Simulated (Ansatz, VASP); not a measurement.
**Rh in VASP and in Ansatz**

File INCAR:

```
PREC = Accurate
ENCUT = 520
EDIFF = 1E-6
ISMEAR = 0
SIGMA = 0.15
LREAL = False
LASPH = True
NELM = 100
ALGO = Fast
ISIF = 2
LWAVE = False
LCHARG = False
GGA = PE
NBANDS = 22
```

The input KPOINTS:

```
Automatic mesh
0
Gamma
  21 21 12
```

File POSCAR:

```
Rh
1.0
    2.6706542520      0.0000000000      0.0000000000
   -1.3353271260      2.3128544270      0.0000000000
    0.0000000000      0.0000000000      4.5649493130
Rh
2
Direct
    0.6666666667      0.3333333333      0.7500000000
    0.3333333333      0.6666666667      0.2500000000
```

Input for Ansatz:

```yaml
crystal:
  lattice:
    - [2.670654252, 0.0, 0.0]
    - [-1.335327126, 2.312854427, 0.0]
    - [0.0, 0.0, 4.564949313]
  atoms:
    - { symbol: Rh, position: [0.6666666667, 0.3333333333, 0.75] }
    - { symbol: Rh, position: [0.3333333333, 0.6666666667, 0.25] }
basis:
  ecutwfc: 420
kpoints:
  mp_grid: { grid: [21, 21, 12] }
hamiltonian:
  xc: pbe
  pseudopotentials: { kind: paw, azcp: { folder: soft_1 } }
scf:
  occupations: { method: gaussian, width: 0.15 }
output:
  forces: true
  stress: true
  eigenvalues: true
```

Alike in both runs: task single point; functional PBE; k mesh 21 × 21 × 12; occupations gaussian, width 0.15 eV; no spin polarisation.

|  | VASP | Ansatz |
| --- | --- | --- |
| version | VASP 6.6.1 | Ansatz 0.2.0 |
| potentials or method | VASP PAW PBE potentials, release 64 (Rh_pv), cutoff 520 eV | scalar-relativistic, plane waves, PAW |
| valence electrons in the cell | 30 | 34 |

|  | VASP | Ansatz | Ansatz less VASP |
| --- | --- | --- | --- |
| gap on the k mesh at the Fermi level (eV) | none | none | - |
| pressure (GPa) | 0.8 | 0.8 | +0.02 |
| traceless stress, the component that is largest in VASP (GPa) | -9.81 | -9.82 | -0.006 |

A gap of «none» marks a metal or a gap that the smearing closes. VASP's potentials hold 30 valence electrons a cell and Ansatz's 34, so a difference there can come from the potentials and not from the codes.
